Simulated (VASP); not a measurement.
# TaN (P4/nmm) in VASP: notebook

The runs below take TaN through single point, with PBE.

Program: VASP 6.6.1. These are calculated values, not measurements. Logs are shortened: lines on timing, memory, paths and dates and some standing lists are left out, and cuts for length are marked.

**1. The cell of the first run**

It takes space group P4/nmm (No. 129, tetragonal). Conventional cell: a = 3.123 Å, b = 3.123 Å, c = 4.416 Å, α = 90.00°, β = 90.00°, γ = 90.00°. Within 2.7 Å of Ta (site symmetry 4mm) lie 6 N at 2.06 to 2.36 Å. Within 2.8 Å of N (site symmetry 4mm) lie 6 Ta at 2.06 to 2.36 Å and 4 N at 2.76 Å.

**2. Single point, PBE (atoms displaced along a vibrational mode)**

The input, INCAR:

```
SYSTEM = TaN
ALGO = Normal ; EDIFF = 1E-6
ENCUT = 520 ; GGA = PE
ISIF = 2 ; ISMEAR = 0
LASPH = .TRUE. ; LCHARG = .FALSE.
LREAL = .FALSE. ; LWAVE = .FALSE.
NBANDS = 24 ; NELM = 80
PREC = Accurate ; SIGMA = 0.15
```

The input, KPOINTS:

```
k-points
0
G
  14 14 10
  0 0 0
```

The input, POSCAR:

```
TaN
1.0
    0.0000000000     -2.2081122572     -2.2081122572
    0.0000000000      2.2081122572     -2.2081122572
    4.4162245144      0.0000000000      0.0000000000
Ta N
2 2
Direct
    0.5000000000      0.5000000000     -0.0273545735
    0.0000000000      0.0000000000      0.5273545735
    0.5000000000      0.5000000000      0.4381824907
    0.0000000000      0.0000000000      0.0618175093
```

Potentials or basis: VASP PAW PBE potentials, release 64 (Ta_pv, N).

Run with:

```console
cat potpaw_PBE.64/Ta_pv/POTCAR potpaw_PBE.64/N/POTCAR > POTCAR
mpirun -np 1 vasp_std > vasp.out
```

OUTCAR:

```text
SYSTEM = TaN
   EDIFF = 1E-6
   ENCUT = 520
   GGA = PE
   ISIF = 2
   ISMEAR = 0
   LASPH = .TRUE.
   LREAL = .FALSE.
   NELM = 80
   PREC = Accurate

 ion  position               nearest neighbor table
   1  0.500  0.500  0.973-   3 2.06   4 2.24   4 2.24   4 2.24   4 2.24   3 2.36   2 2.96   2 2.96
                             2 2.96   2 2.96   2 3.30   2 3.30   2 3.30   2 3.30
   2  0.000  0.000  0.527-   4 2.06   3 2.24   3 2.24   3 2.24   3 2.24   4 2.36   1 2.96   1 2.96
                             1 2.96   1 2.96   1 3.30   1 3.30   1 3.30   1 3.30
   3  0.500  0.500  0.438-   1 2.06   2 2.24   2 2.24   2 2.24   2 2.24   1 2.36
   4  0.000  0.000  0.062-   2 2.06   1 2.24   1 2.24   1 2.24   1 2.24   2 2.36

  LATTYP: Found a simple tetragonal cell.
 ALAT       =     3.1227423014
 C/A-ratio  =     1.4142135624

  Lattice vectors:

 A1 = (   0.0000000000,  -2.2081122572,  -2.2081122572)
 A2 = (   0.0000000000,   2.2081122572,  -2.2081122572)
 A3 = (   4.4162245144,   0.0000000000,   0.0000000000)

Analysis of symmetry for initial positions (statically):
=====================================================================
 Subroutine PRICEL returns:
 Original cell was already a primitive cell.

 Routine SETGRP: Setting up the symmetry group for a
 simple tetragonal supercell.

 Subroutine GETGRP returns: Found 16 space group operations
 (whereof  8 operations were pure point group operations)
 out of a pool of 16 trial point group operations.

The static configuration has the point symmetry C_4v.
 The point group associated with its full space group is D_4h.

Analysis of symmetry for dynamics (positions and initial velocities):
=====================================================================
 Subroutine PRICEL returns:
 Original cell was already a primitive cell.

 Routine SETGRP: Setting up the symmetry group for a
 simple tetragonal supercell.

 Subroutine GETGRP returns: Found 16 space group operations
 (whereof  8 operations were pure point group operations)
 out of a pool of 16 trial point group operations.

The dynamic configuration has the point symmetry C_4v.
 The point group associated with its full space group is D_4h.

 Subroutine INISYM returns: Found 16 space group operations
 (whereof  8 operations are pure point group operations),
 and found     1 'primitive' translations

----------------------------------------------------------------------------------------

                                     Primitive cell

  volume of cell :      43.0649

  direct lattice vectors                    reciprocal lattice vectors
     0.000000000 -2.208112257 -2.208112257     0.000000000 -0.226437763 -0.226437763
     0.000000000  2.208112257 -2.208112257     0.000000000  0.226437763 -0.226437763
     4.416224514  0.000000000  0.000000000     0.226437763  0.000000000  0.000000000

  length of vectors
     3.122742301  3.122742301  4.416224514     0.320231355  0.320231355  0.226437763

  position of ions in fractional coordinates (direct lattice)
     0.500000000  0.500000000  0.972645427
     0.000000000  0.000000000  0.527354573
     0.500000000  0.500000000  0.438182491
     0.000000000  0.000000000  0.061817509

  ion indices of the primitive-cell ions
   primitive index   ion index
                 1           1
                 2           2
                 3           3
                 4           4

----------------------------------------------------------------------------------------

 KPOINTS: k-points

Automatic generation of k-mesh.
 Grid dimensions read from file:
 generate k-points for:   14   14   10

 Generating k-lattice:

  Cartesian coordinates                     Fractional coordinates (reciprocal lattice)
     0.000000000 -0.016174126 -0.016174126     0.071428571  0.000000000  0.000000000
     0.000000000  0.016174126 -0.016174126     0.000000000  0.071428571  0.000000000
     0.022643776  0.000000000  0.000000000     0.000000000  0.000000000  0.100000000

  Length of vectors
     0.022873668  0.022873668  0.022643776

  Shift w.r.t. Gamma in fractional coordinates (k-lattice)
     0.000000000  0.000000000  0.000000000

 Subroutine IBZKPT returns following result:
 ===========================================

 Found    216 irreducible k-points:

 Following reciprocal coordinates:
            Coordinates               Weight
  0.000000  0.000000  0.000000      1.000000
  0.071429  0.000000  0.000000      4.000000
  0.142857  0.000000  0.000000      4.000000
  0.214286  0.000000  0.000000      4.000000
  0.285714  0.000000  0.000000      4.000000
  0.357143  0.000000  0.000000      4.000000
[... 16 lines left out ...]
  0.285714  0.214286  0.000000      8.000000
  0.357143  0.214286  0.000000      8.000000
 [... further k-points ...]
   k-points           NKPTS =    216   k-points in BZ     NKDIM =    216   number of bands    NBANDS=     24
   number of dos      NEDOS =    301   number of ions     NIONS =      4
[... 73 lines left out ...]
  band No.  band energies     occupation
      1     -27.1461      2.00000
      2     -26.7776      2.00000
      3     -26.7776      2.00000
      4     -26.4564      2.00000
      5     -26.4564      2.00000
      6     -26.4233      2.00000
[... 16 lines left out ...]
     23      12.8647      0.00000
     24      12.8983      0.00000

 k-point     2 :       0.0714    0.0000    0.0000
  band No.  band energies     occupation
      1     -27.1365      2.00000
      2     -26.7979      2.00000
      3     -26.7712      2.00000
      4     -26.4821      2.00000
      5     -26.4580      2.00000
      6     -26.4276      2.00000
[... 16 lines left out ...]
     23      12.7613      0.00000
     24      12.9214      0.00000

 k-point     3 :       0.1429    0.0000    0.0000
  band No.  band energies     occupation
      1     -27.1093      2.00000
      2     -26.8529      2.00000
      3     -26.7528      2.00000
      4     -26.5531      2.00000
      5     -26.4630      2.00000
      6     -26.4422      2.00000
[... 16 lines left out ...]
     23      12.8475      0.00000
     24      12.9472      0.00000

 k-point     4 :       0.2143    0.0000    0.0000
  band No.  band energies     occupation
      1     -27.0691      2.00000
      2     -26.9277      2.00000
      3     -26.7241      2.00000
      4     -26.6519      2.00000
      5     -26.4721      2.00000
      6     -26.4699      2.00000
[... 16 lines left out ...]
     23      12.9226      0.00000
     24      13.2112      0.00000

 k-point     5 :       0.2857    0.0000    0.0000
  band No.  band energies     occupation
      1     -27.0288      2.00000
      2     -27.0044      2.00000
      3     -26.7492      2.00000
      4     -26.6879      2.00000
      5     -26.5117      2.00000
      6     -26.4866      2.00000
[... 16 lines left out ...]
     23      13.3493      0.00000
     24      13.7586      0.00000

 k-point     6 :       0.3571    0.0000    0.0000
  band No.  band energies     occupation
      1     -27.0658      2.00000
      2     -27.0217      2.00000
      3     -26.7951      2.00000
      4     -26.6476      2.00000
      5     -26.5665      2.00000
      6     -26.5073      2.00000
[... 16 lines left out ...]
     23      14.5184      0.00000
     24      14.5200      0.00000
[... 379 lines left out ...]
 k-point    21 :       0.5000    0.1429    0.0000
  band No.  band energies     occupation
      1     -27.0942      2.00000
      2     -27.0942      2.00000
      3     -26.7156      2.00000
      4     -26.7156      2.00000
      5     -26.6048      2.00000
      6     -26.6048      2.00000
[... 16 lines left out ...]
     23      14.8194      0.00000
     24      14.8194      0.00000

 k-point    22 :       0.2143    0.2143    0.0000
  band No.  band energies     occupation
      1     -27.0093      2.00000
      2     -26.9452      2.00000
      3     -26.8076      2.00000
      4     -26.7468      2.00000
      5     -26.5557      2.00000
      6     -26.4984      2.00000
[... 16 lines left out ...]
     23      12.9719      0.00000
     24      13.8017      0.00000

 k-point    23 :       0.2857    0.2143    0.0000
  band No.  band energies     occupation
      1     -27.0046      2.00000
      2     -26.9911      2.00000
      3     -26.8048      2.00000
      4     -26.7926      2.00000
      5     -26.5796      2.00000
      6     -26.5280      2.00000
[... 16 lines left out ...]
     23      13.0388      0.00000
     24      14.1645      0.00000

 k-point    24 :       0.3571    0.2143    0.0000
  band No.  band energies     occupation
      1     -27.0638      2.00000
      2     -27.0196      2.00000
      3     -26.8093      2.00000
      4     -26.7621      2.00000
      5     -26.6003      2.00000
      6     -26.5670      2.00000
[... 16 lines left out ...]
     23      13.1362      0.00000
     24      14.6546      0.00000

 [... further k-points ...]

------------------------ aborting loop because EDIFF is reached ----------------------------------------

  FORCE on cell =-STRESS in cart. coord.  units (eV):
  Direction    XX          YY          ZZ          XY          YZ          ZX
  --------------------------------------------------------------------------------------
  -------------------------------------------------------------------------------------
  Total        7.8279497     -2.3045376     -2.3045376      0.0000000      0.0000000      0.0000000
  in kB      291.2293715    -85.7375238    -85.7375238      0.0000000      0.0000000      0.0000000
  external PRESSURE =      39.9181080 kB  Pullay stress =       0.0000000 kB

 VOLUME and BASIS-vectors are now :
 -----------------------------------------------------------------------------
  energy-cutoff  :      520.00
  volume of cell :       43.06
      direct lattice vectors                 reciprocal lattice vectors
     0.000000000 -2.208112257 -2.208112257     0.000000000 -0.226437763 -0.226437763
     0.000000000  2.208112257 -2.208112257     0.000000000  0.226437763 -0.226437763
     4.416224514  0.000000000  0.000000000     0.226437763  0.000000000  0.000000000

 POSITION                                       TOTAL-FORCE (eV/Angst)
 -----------------------------------------------------------------------------------
      4.29542      0.00000     -2.20811        -0.714619     -0.000000     -0.000000
      2.32892      0.00000      0.00000         0.714619      0.000000      0.000000
      1.93511      0.00000     -2.20811         1.880801      0.000000      0.000000
      0.27300      0.00000      0.00000        -1.880801     -0.000000     -0.000000
 -----------------------------------------------------------------------------------
    total drift:                               -0.000000     -0.000000      0.000000

  FREE ENERGIE OF THE ION-ELECTRON SYSTEM (eV)
  ---------------------------------------------------
  free  energy   TOTEN  =       -43.6066581829 eV

  energy  without entropy=      -43.5902715850  energy(sigma->0) =      -43.59846488
```

Wall time 2 min (1 thread of Intel Xeon Platinum 8259CL at 2.50GHz (Skylake/Cascade Lake), shared host); peak memory 0.3 GiB.

Results:

```
Free energy            : -43.6067 eV
Pressure               : 4.0 GPa
Largest force          : 1.881 eV/Å
Band gap on the k mesh : zero (bands 16 and 17 overlap by 2.56 eV)
```

Forces in eV/Å, atoms in the order of the input:
```
Ta  -0.715  0.000  0.000
Ta   0.715  0.000  0.000
N    1.881  0.000  0.000
N   -1.881  0.000  0.000
```

Caveat: the cell differs from its parent crystal (atoms displaced along a vibrational mode); the cell stands under pressure; spin-orbit coupling is left out, which moves the levels of the heavy elements; forces of over 1 eV/Å act on the atoms, so gaps and moduli don't describe the material at rest.

**3. Single point, PBE (atoms displaced along a vibrational mode)**

The input, INCAR:

```
PREC = Accurate
ENCUT = 520
EDIFF = 1E-6
ISMEAR = 0
SIGMA = 0.15
LREAL = F
LASPH = T
NELM = 80
ALGO = Normal
ISIF = 2
LWAVE = F
LCHARG = T
GGA = PE
LELF = T
LVHAR = T
NBANDS = 24
```

The input, KPOINTS:

```
regular mesh
0
Gamma
  14 14 10
```

The input, POSCAR:

```
TaN
1.0
    0.0000000000     -2.2081122572     -2.2081122572
    0.0000000000      2.2081122572     -2.2081122572
    4.4162245144      0.0000000000      0.0000000000
Ta N
2 2
Direct
    0.5000000000      0.5000000000     -0.0136772867
    0.0000000000      0.0000000000      0.5136772867
    0.5000000000      0.5000000000      0.4690912453
    0.0000000000      0.0000000000      0.0309087547
```

Potentials or basis: VASP PAW PBE potentials, release 64 (Ta_pv, N).

Run with:

```console
cat potpaw_PBE.64/Ta_pv/POTCAR potpaw_PBE.64/N/POTCAR > POTCAR
mpirun -np 1 vasp_std > vasp.out
```

Run time: 2 min. Hardware: 1 thread of Intel Xeon Platinum 8259CL at 2.50GHz (Skylake/Cascade Lake), shared host; peak memory 0.31 GiB.

The run converged. Its results:

```
Free energy            : -43.7541 eV
Pressure               : 1.3 GPa
Largest force          : 1.363 eV/Å
Band gap on the k mesh : zero (bands 16 and 17 overlap by 3.28 eV)
```

Forces in eV/Å, atoms in the order of the input:
```
Ta  -1.363  0.000  0.000
Ta   1.363  0.000  0.000
N    0.383  0.000  0.000
N   -0.383  0.000  0.000
```

Stress tensor (GPa, compression positive):
```
10.88  0.00  0.00
 0.00 -3.42  0.00
 0.00  0.00 -3.42
```

Levels at points of the mesh, in eV from the Fermi level:
```
           k point  band 12  band 13  band 14  band 15  band 16  band 17  band 18  band 19  band 20  band 21
(0.00, 0.00, 0.00)    -4.65    -3.58    -3.51    -3.51    -1.85    -1.60    -1.60     0.24     0.50     1.42
(0.50, 0.00, 0.00)    -6.83    -6.25    -6.25     0.20     0.20     0.49     0.49     2.08     2.08     3.24
(0.50, 0.50, 0.00)    -4.75    -4.49    -4.49    -4.36    -4.36     2.44     2.44     3.64     3.64     3.76
(0.00, 0.00, 0.50)    -5.16    -4.12    -4.12    -4.11    -3.58     0.92     0.92     0.97     1.39     2.13
(0.50, 0.00, 0.50)    -7.20    -7.18    -7.18     1.69     1.69     1.98     1.98     2.07     2.07     4.24
(0.50, 0.50, 0.50)    -7.22    -5.81    -5.81    -1.22    -1.22     1.58     1.58     3.65     3.65     4.02
```

Caveat: the cell differs from its parent crystal (atoms displaced along a vibrational mode); spin-orbit coupling is left out, which moves the levels of the heavy elements; forces of over 1 eV/Å act on the atoms, so gaps and moduli don't describe the material at rest.

**4. Single point, PBE (atoms displaced along a vibrational mode)**

The input, INCAR:

```
PREC     = Accurate       # precision mode
ENCUT    = 520            # plane-wave cutoff, eV
EDIFF    = 1E-7           # SCF threshold, eV
ISMEAR   = 0              # smearing method
SIGMA    = 0.15           # smearing width, eV
LREAL    = False          # projectors in reciprocal space
LASPH    = True           # aspherical terms in the spheres
NELM     = 100            # most SCF steps
ALGO     = Normal         # electronic algorithm
ISIF     = 2              # what is computed and relaxed
LWAVE    = False          # write WAVECAR
LCHARG   = False          # write CHGCAR
GGA      = PE             # functional
NBANDS   = 24             # bands
```

The input, KPOINTS:

```
Automatic mesh
0
Gamma
  14 14 10
```

The input, POSCAR:

```
TaN
1.0
    0.0000000000     -2.2081122572     -2.2081122572
    0.0000000000      2.2081122572     -2.2081122572
    4.4162245144      0.0000000000      0.0000000000
Ta N
2 2
Direct
    0.5000000000      0.5000000000     -0.0205209401
    0.0000000000      0.0000000000      0.5205209401
    0.5000000000      0.5000000000      0.4536255461
    0.0000000000      0.0000000000      0.0463744539
```

Run with:

```console
cat potpaw_PBE.64/Ta_pv/POTCAR potpaw_PBE.64/N/POTCAR > POTCAR
mpirun -np 1 vasp_std > vasp.out
```

It took 2.3 min on 1 thread of Intel Xeon Platinum 8259CL at 2.50GHz (Skylake/Cascade Lake), shared host; peak memory 0.3 GiB.

The run converged. Its results:

| Quantity | Value |
| --- | --- |
| Free energy | -43.7388 eV |
| Pressure | 2.3 GPa |
| Largest force | 1.202 eV/Å |
| Band gap on the k mesh | zero (bands 16 and 17 overlap by 2.90 eV) |

Forces on the atoms (eV/Å):
```
Ta  -1.202  0.000  0.000
Ta   1.202  0.000  0.000
N    1.024  0.000  0.000
N   -1.024  0.000  0.000
```

Stress tensor (GPa, compression positive):
```
19.17  0.00  0.00
 0.00 -6.10  0.00
 0.00  0.00 -6.10
```

Levels at points of the mesh, in eV from the Fermi level:
| k point | band 12 | band 13 | band 14 | band 15 | band 16 | band 17 | band 18 | band 19 | band 20 | band 21 |
| --- | --- | --- | --- | --- | --- | --- | --- | --- | --- | --- |
| (0.00, 0.00, 0.00) | -4.71 | -3.41 | -3.23 | -3.23 | -1.64 | -1.16 | -1.16 | 0.39 | 0.87 | 1.44 |
| (0.50, 0.00, 0.00) | -6.52 | -5.92 | -5.92 | -0.14 | -0.14 | 0.52 | 0.52 | 2.28 | 2.28 | 3.59 |
| (0.50, 0.50, 0.00) | -4.41 | -4.26 | -4.26 | -4.11 | -4.11 | 2.78 | 2.78 | 3.78 | 3.78 | 4.03 |
| (0.00, 0.00, 0.50) | -5.21 | -4.08 | -3.66 | -3.66 | -3.27 | 0.74 | 0.74 | 1.04 | 1.69 | 2.08 |
| (0.50, 0.00, 0.50) | -6.92 | -6.89 | -6.89 | 1.43 | 1.43 | 2.05 | 2.05 | 2.25 | 2.25 | 4.61 |
| (0.50, 0.50, 0.50) | -7.14 | -5.28 | -5.28 | -1.54 | -1.54 | 2.62 | 2.62 | 3.80 | 3.80 | 4.07 |

Caveat: the cell differs from its parent crystal (atoms displaced along a vibrational mode); spin-orbit coupling is left out, which moves the levels of the heavy elements; forces of over 1 eV/Å act on the atoms, so gaps and moduli don't describe the material at rest.

**5. Overview**

```tsv
cell	gap on the mesh (eV)	pressure (GPa)	largest force (eV/Å)
as given, atomic positions A	none	4.0	1.88
as given, atomic positions B	none	1.3	1.36
as given, atomic positions C	none	2.3	1.20
```

Alike in all rows: task single point; level PBE; potentials or basis VASP PAW PBE potentials, release 64 (Ta_pv, N); no spin polarisation; k mesh 14 × 14 × 10; cutoff (eV) 520; smearing gaussian 0.15 eV.

Caveats: spin-orbit coupling is left out, which moves the levels of the heavy elements; forces of over 1 eV/Å act on the atoms, so gaps and moduli don't describe the material at rest; the cell stands under pressure (at least some runs).

Absolute energies hang on the potentials; compare differences alone.
